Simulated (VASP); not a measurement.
The system is Si3As2.

```
CELL_PARAMETERS angstrom
4.29489 0.00000 0.00000
-2.14744 3.71948 0.00000
0.00000 0.00000 5.18568
ATOMIC_POSITIONS crystal
Si 0.00000 0.00000 0.00000
Si 0.33333 0.66667 0.62500
Si 0.66667 0.33333 0.37500
As 0.33333 0.66667 0.13800
As 0.66667 0.33333 0.86200
```

| Property | Result |
| --- | --- |
| Program | VASP 6.6.1 |
| Task | relaxation of cell and atoms |
| Functional | PBE |
| Potentials or basis | VASP PAW PBE potentials, release 64 (Si, As) |
| Cutoff | 600 eV |
| k mesh | 6 × 6 × 4 |
| Occupations | gaussian, width 0.1 eV |
| Spin | no spin polarisation |

At the start: pressure 13.2 GPa; volume 16.57 Å³/atom.

**Question.** Where does the relaxation end?

**Answer.** Over 19 steps the energy falls by 244.6 meV/atom and the volume is 19.47 Å³/atom (+17.5 %); space group P-3m1 (No. 164, to 0.1 Å) before and after.

The path:
| step | energy change (eV) | largest force (eV/Å) | pressure (GPa) | volume (Å³) |
| --- | --- | --- | --- | --- |
| 1 | 0.0000 | 1.0389 | 13.20 | 82.84 |
| 2 | -0.5470 | 0.9046 | -2.80 | 100.30 |
| 3 | -0.5662 | 0.9089 | -0.86 | 97.07 |
| 4 | -0.6636 | 0.9965 | -0.70 | 96.86 |
| 5 | -0.8713 | 0.6490 | 1.20 | 96.22 |
| 6 | -0.9068 | 0.7268 | 1.18 | 96.41 |
| 7 | -0.9784 | 1.0008 | 1.26 | 96.93 |
| 8 | -0.9498 | 1.5845 | 2.11 | 97.85 |
| 9 | -0.9903 | 1.2441 | 1.54 | 97.31 |
| 10 | -1.1158 | 0.8340 | 0.33 | 98.30 |
| 11 | -1.1966 | 0.3533 | -0.95 | 99.81 |
| 12 | -1.1995 | 0.2787 | -1.08 | 100.05 |
| 13 | -1.2005 | 0.2160 | -1.19 | 100.25 |
| 14 | -1.2096 | 0.1952 | -0.76 | 99.33 |
| 15 | -1.2194 | 0.1454 | 0.34 | 97.19 |
| 16 | -1.2194 | 0.1419 | 0.43 | 97.02 |
| 17 | -1.2221 | 0.0831 | 0.23 | 97.19 |
| 18 | -1.2231 | 0.0216 | -0.02 | 97.39 |
| 19 | -1.2231 | 0.0252 | 0.00 | 97.37 |

Final structure:
```cif
data_structure
_symmetry_space_group_name_H-M 'P 1'
_symmetry_Int_Tables_number 1
_cell_length_a 4.2829
_cell_length_b 4.2829
_cell_length_c 6.1296
_cell_angle_alpha 90.000
_cell_angle_beta 90.000
_cell_angle_gamma 120.000
_cell_volume 97.37
loop_
_atom_site_label
_atom_site_type_symbol
_atom_site_fract_x
_atom_site_fract_y
_atom_site_fract_z
_atom_site_occupancy
Si1 Si 0.00000 0.00000 0.00000 1
Si2 Si 0.33333 0.66667 0.61768 1
Si3 Si 0.66667 0.33333 0.38232 1
As1 As 0.33333 0.66667 0.20746 1
As2 As 0.66667 0.33333 0.79254 1
```

Caveat: the volume moved by over 15 % at a fixed basis, so the end points are rough.
